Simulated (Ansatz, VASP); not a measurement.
# BAs: VASP beside Ansatz

```
B As
1.0
     0.00000    2.40432    2.40432
     2.40432    0.00000    2.40432
     2.40432    2.40432    0.00000
B As
1 1
Cartesian
  0.0000 0.0000 0.0000
  3.6065 3.6065 3.6065
```

Change from the starting cell: volume scaled by 1.02, crystal datasets.

Alike in both runs: task electric field gradients; functional LDA; k mesh 15 × 15 × 15; occupations fermi-dirac, width 0.03 eV; no spin polarisation.

```csv
,VASP,Ansatz
version,VASP 6.6.1,Ansatz 0.2.0
potentials or method,"VASP PAW LDA potentials, release 64 (B, As), cutoff 520 eV","all-electron PAW with datasets made for the crystal, scalar-relativistic"
```

```tsv
	VASP	Ansatz	Ansatz less VASP
gap on the k mesh at the Fermi level (eV)	1.14	1.15	+0.009
pressure (GPa)	-5.6	-6.4	-0.76
```

LDA's correlation is that of Perdew and Zunger in VASP and of Perdew and Wang (1992) in Ansatz. Ansatz ran all-electron here, and VASP with PAW potentials.
